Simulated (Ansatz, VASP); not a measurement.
# TiAl: VASP beside Ansatz

Contents of POSCAR:

```
TiAl
1.0
    2.8685970543      0.0000000000      0.0000000000
   -1.4342985271      2.4842779222      0.0000000000
    0.0000000000      0.0000000000      4.6338675649
Ti Al
1 1
Direct
    0.0000000000      0.0000000000      0.0000000000
    0.3333333333      0.6666666667      0.5000000000
```

Contents of INCAR.step1:

```
PREC = Accurate
ENCUT = 520
ISMEAR = 0
SIGMA = 0.15
LREAL = False
LASPH = True
NELM = 100
NBANDS = 14
GGA = PE
ALGO = Normal
EDIFF = 1E-4
LWAVE = True
LCHARG = False
```

File INCAR.step2:

```
PREC = Accurate
ENCUT = 520
EDIFF = 1E-6
ISMEAR = 0
SIGMA = 0.15
LREAL = False
LASPH = True
NELM = 100
ALGO = Normal
ISIF = 2
LWAVE = False
LCHARG = False
METAGGA = R2SCAN
LMIXTAU = True
NBANDS = 14
ISTART = 1
```

The input KPOINTS:

```
regular mesh
0
Gamma
  24 24 14
```

Input for Ansatz:

```yaml
crystal:
  lattice:
    - [2.8685970543, 0.0, 0.0]
    - [-1.4342985271, 2.4842779222, 0.0]
    - [0.0, 0.0, 4.6338675649]
  atoms:
    - { symbol: Ti, position: [0.0, 0.0, 0.0] }
    - { symbol: Al, position: [0.3333333333, 0.6666666667, 0.5] }
basis:
  ecutwfc: 500
kpoints:
  mp_grid: { grid: [24, 24, 14] }
hamiltonian:
  xc: r2scan
scf:
  occupations: { method: gaussian, width: 0.15 }
output:
  forces: true
  stress: true
  eigenvalues: true
  write_density: true
  write_potential: true
  elf: true
  volumetric_format: npy
```

Alike in both runs: task single point; functional r2SCAN; k mesh 24 × 24 × 14; occupations gaussian, width 0.15 eV; no spin polarisation.

```csv
,VASP,Ansatz
version,VASP 6.6.1,Ansatz 0.2.0
potentials or method,"VASP PAW PBE potentials, release 64 (Ti_sv, Al), cutoff 520 eV","scalar-relativistic, plane waves, PAW"
valence electrons in the cell,15,15
```

Ansatz gave:

* gap on the k mesh at the Fermi level (eV): none
* pressure (GPa): 0.0
* traceless stress, the component that is largest in VASP (GPa): -0.14

Question: Estimate VASP's values.

Answer: gap on the k mesh at the Fermi level (eV): none; pressure (GPa): 0.1; traceless stress, the component that is largest in VASP (GPa): -0.14.

VASP's potentials were made for PBE, not for r2SCAN. A gap of «none» marks a metal or a gap that the smearing closes. The functional is the same, so the differences come from potentials, cutoffs and numerics.
